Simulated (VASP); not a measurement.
Here is a VASP 6.6.1 calculation.

INCAR

```
SYSTEM = Na
PREC     = Accurate       ! precision mode
ENCUT    = 520            ! plane-wave cutoff, eV
EDIFF    = 1E-7           ! SCF threshold, eV
ISMEAR   = -1             ! smearing method
SIGMA    = 0.1            ! smearing width, eV
LREAL    = .False.        ! projectors in reciprocal space
LASPH    = .True.         ! aspherical terms in the spheres
NELM     = 80             ! most SCF steps
ALGO     = Normal         ! electronic algorithm
ISIF     = 2              ! what is computed and relaxed
LWAVE    = .False.        ! write WAVECAR
LCHARG   = .False.        ! write CHGCAR
GGA      = PE             ! functional
NBANDS   = 10             ! bands
```

The input KPOINTS:

```
Automatic mesh
0
Gamma
  17 17 17
  0 0 0
```

Contents of POSCAR:

```
Na
1.0
    0.0000000000      2.7156310687      2.7156310687
    2.7156310687      0.0000000000      2.7156310687
    2.7156310687      2.7156310687      0.0000000000
Na
1
Direct
    0.0000000000      0.0000000000      0.0000000000
```

Potentials or basis: VASP PAW PBE potentials, release 64 (Na_pv).

Run with:

```bash
$ cat potpaw_PBE.64/Na_pv/POTCAR > POTCAR
$ mpirun -np 1 vasp_std > vasp.out
```

Task: Estimate the pressure.

Result: -0.5 GPa.
